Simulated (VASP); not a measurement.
Set up this calculation in VASP 6.6.1, as the native input.

- Task: single point
- Functional: RPBE
- Potentials or basis: VASP PAW PBE potentials, release 64 (Bi_d)
- Cutoff: 520 eV
- k mesh: 12 × 12 × 3
- Occupations: fermi-dirac, width 0.1 eV
- Spin: no spin polarisation
- Dipole correction: no
- Further INCAR settings: ALGO = Normal; EDIFF = 1e-06; NBANDS = 38

The structure of Bi lies in POSCAR:

```
Bi
1.0
    3.6025176269      0.0000000000      0.0000000000
   -1.8012588135      3.1198717825      0.0000000000
    0.0000000000      0.0000000000     12.0675979353
Bi
4
Direct
    0.0000000000      1.0000000000      0.0000000000
    0.0000000000      1.0000000000      0.5000000000
    0.3333333333      0.6666666667      0.2500000000
    0.6666666667      0.3333333333      0.7500000000
```

This isn't the form of Bi at room conditions, which is rhombohedral.

One way to write it, as run:

INCAR

```
ALGO = Normal
EDIFF = 1E-6
ENCUT = 520
GGA = RP
ISIF = 2
ISMEAR = -1
LASPH = True
LCHARG = False
LREAL = False
LWAVE = False
NBANDS = 38
NELM = 80
PREC = Accurate
SIGMA = 0.1
```

KPOINTS

```
k-points
0
Gamma
  12 12 3
```

Potentials or basis: VASP PAW PBE potentials, release 64 (Bi_d).

Run with:

```bash
$ cat potpaw_PBE.64/Bi_d/POTCAR > POTCAR
$ mpirun -np 1 vasp_std > vasp.out
```

It gave:

The pressure is -1.8 GPa and the band gap on the k mesh is zero (bands 30 and 31 overlap by 5.60 eV).

Caveat: the PAW data sets were made with another functional, which shifts forces and pressure a little; spin-orbit coupling is left out, which moves the levels of the heavy elements.

Run time: 2.2 min on 1 thread of Intel(R) Xeon(R) Platinum 8488C (Sapphire Rapids) (shared host), peak memory 0.31 GiB.
